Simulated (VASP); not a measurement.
A run of VASP 6.6.1 is set up as follows.

File INCAR:

```
SYSTEM = Cu2Au
ALGO     = Normal         ! electronic algorithm
EDIFF    = 1E-6           ! SCF threshold, eV
ENCUT    = 520            ! plane-wave cutoff, eV
GGA      = PE             ! functional
ISIF     = 2              ! what is computed and relaxed
ISMEAR   = 0              ! smearing method
LASPH    = .TRUE.         ! aspherical terms in the spheres
LCHARG   = .TRUE.         ! write CHGCAR
LELF     = .TRUE.         ! ELF
LREAL    = .FALSE.        ! projectors in reciprocal space
LVHAR    = .TRUE.       
LWAVE    = .FALSE.        ! write WAVECAR
NBANDS   = 24             ! bands
NELM     = 80             ! most SCF steps
PREC     = Accurate       ! precision mode
SIGMA    = 0.1            ! smearing width, eV
```

KPOINTS

```
k-points
0
G
  6 6 6
  0 0 0
```

File POSCAR:

```
Cu2Au
1.0
    0.0000000000      2.9579325666      2.9579325666
    2.9579325666      0.0000000000      2.9579325666
    2.9579325666      2.9579325666      0.0000000000
Cu Au
2 1
Direct
    0.2500000000      0.2500000000      0.2500000000
    0.7500000000      0.7500000000      0.7500000000
    0.0000000000      0.0000000000      0.0000000000
```

Potentials or basis: VASP PAW PBE potentials, release 64 (Cu, Au).

The run is started by

```console
$ cat potpaw_PBE.64/Cu/POTCAR potpaw_PBE.64/Au/POTCAR > POTCAR
$ mpirun -np 1 vasp_std > vasp.out
```

Q: Estimate the pressure.

A: 0.3 GPa.
